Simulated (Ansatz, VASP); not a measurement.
**CaSe: VASP beside Ansatz**

INCAR

```
SYSTEM = CaSe
PREC = Accurate
ENCUT = 520
EDIFF = 1E-7
ISMEAR = -1
SIGMA = 0.02
LREAL = .False.
LASPH = .True.
NELM = 60
ALGO = Normal
ISIF = 2
LWAVE = .False.
LCHARG = .False.
GGA = PE
NBANDS = 15
```

KPOINTS

```
regular mesh
0
Gamma
  8 8 8
  0 0 0
```

File POSCAR:

```
CaSe
1.0
    3.7783589232      0.0000000000      0.0000000000
    0.0000000000      3.6347849189      0.0000000000
    0.0000000000      0.0000000000      3.6347849189
Ca Se
1 1
Direct
    0.0000000000      0.0000000000      0.0000000000
    0.5000000000      0.5000000000      0.5000000000
```

Input for Ansatz:

```yaml
crystal:
  lattice:
    - [3.7783589232, 0.0, 0.0]
    - [0.0, 3.6347849189, 0.0]
    - [0.0, 0.0, 3.6347849189]
  atoms:
    - { symbol: Ca, position: [0.0, 0.0, 0.0] }
    - { symbol: Se, position: [0.5, 0.5, 0.5] }
kpoints:
  mp_grid: { grid: [8, 8, 8] }
  band_path:
    path:
      - [0.0, 0.0, 0.0]
      - [0.0, 0.5, 0.0]
      - [0.5, 0.5, 0.0]
      - [0.5, 0.5, 0.5]
      - [0.5, 0.0, 0.5]
    npoints: 1
hamiltonian:
  xc: pbe
scf:
  occupations: { method: fermi_dirac, width: 0.02 }
  n_extra_bands: 4
output:
  forces: true
  stress: true
  eigenvalues: true
```

Change from the starting cell: uniaxial_x strain +4.0%.

Alike in both runs: task single point; functional PBE; k mesh 8 × 8 × 8; occupations fermi-dirac, width 0.02 eV; no spin polarisation.

```csv
,VASP,Ansatz
version,VASP 6.6.1,Ansatz 0.2.0
potentials or method,"VASP PAW PBE potentials, release 64 (Ca_sv, Se)","plane waves, PAW"
plane-wave cutoff (eV),520,420
valence electrons in the cell,16,26
```

|  | VASP | Ansatz | Ansatz less VASP |
| --- | --- | --- | --- |
| pressure (GPa) | -1.1 | -1.2 | -0.14 |
| traceless stress, the component that is largest in VASP (GPa) | -3.77 | -3.77 | -0.003 |

VASP's potentials hold 16 valence electrons a cell and Ansatz's 26, so a difference there can come from the potentials and not from the codes.
